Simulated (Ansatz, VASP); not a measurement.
## One calculation of SiC, two programs

The input INCAR:

```
SYSTEM = SiC
PREC     = Accurate       ! precision mode
ENCUT    = 520            ! plane-wave cutoff, eV
EDIFF    = 1E-6           ! SCF threshold, eV
ISMEAR   = 0              ! smearing method
SIGMA    = 0.02           ! smearing width, eV
LREAL    = .False.        ! projectors in reciprocal space
LASPH    = .True.         ! aspherical terms in the spheres
NELM     = 60             ! most SCF steps
ALGO     = Normal         ! electronic algorithm
ISIF     = 2              ! what is computed and relaxed
LWAVE    = .False.        ! write WAVECAR
LCHARG   = .False.        ! write CHGCAR
GGA      = PE             ! functional
NBANDS   = 16             ! bands
```

KPOINTS

```
regular mesh
0
Gamma
  10 10 6
  0 0 0
```

Contents of POSCAR:

```
SiC
1.0
    2.2336602303      2.2336602303      0.0000000000
   -2.2336602303      2.2336602303      0.0000000000
    0.0000000000      0.0000000000      4.4673204606
Si C
2 2
Direct
    0.5000000000      0.0000000000      0.7500000000
    0.0000000000      0.5000000000      0.2500000000
    0.0000000000      0.0000000000      0.0000000000
    0.5000000000      0.5000000000      0.5000000000
```

Input for Ansatz:

```yaml
crystal:
  lattice:
    - [2.2336602303, 2.2336602303, 0.0]
    - [-2.2336602303, 2.2336602303, 0.0]
    - [0.0, 0.0, 4.4673204606]
  atoms:
    - { symbol: Si, position: [0.5, 0.0, 0.75] }
    - { symbol: Si, position: [0.0, 0.5, 0.25] }
    - { symbol: C, position: [0.0, 0.0, 0.0] }
    - { symbol: C, position: [0.5, 0.5, 0.5] }
basis:
  ecutwfc: 420
kpoints:
  mp_grid: { grid: [10, 10, 6] }
  band_path: { path: [VBM, CBM], npoints: 2 }
hamiltonian:
  xc: pbe
scf:
  occupations: { method: gaussian, width: 0.02 }
output:
  forces: true
  stress: true
  eigenvalues: true
checkpoint:
  read: start.run
  write: ck
  compress: false
  write_wavefunctions: false
  write_every: 100000
```

Alike in both runs: task single point; functional PBE; k mesh 10 × 10 × 6; occupations gaussian, width 0.02 eV; no spin polarisation.

|  | VASP | Ansatz |
| --- | --- | --- |
| version | VASP 6.6.1 | Ansatz 0.2.0 |
| potentials or method | VASP PAW PBE potentials, release 64 (Si, C), cutoff 520 eV | scalar-relativistic, plane waves, PAW |
| valence electrons in the cell | 16 | 16 |

|  | VASP | Ansatz | Ansatz less VASP |
| --- | --- | --- | --- |
| gap on the k mesh at the Fermi level (eV) | 1.42 | 1.42 | +0.001 |
| least direct gap on the mesh (eV) | 1.42 | 1.42 | +0.001 |
| pressure (GPa) | -11.3 | -11.2 | +0.03 |

The functional is the same, so the differences come from potentials, cutoffs and numerics.
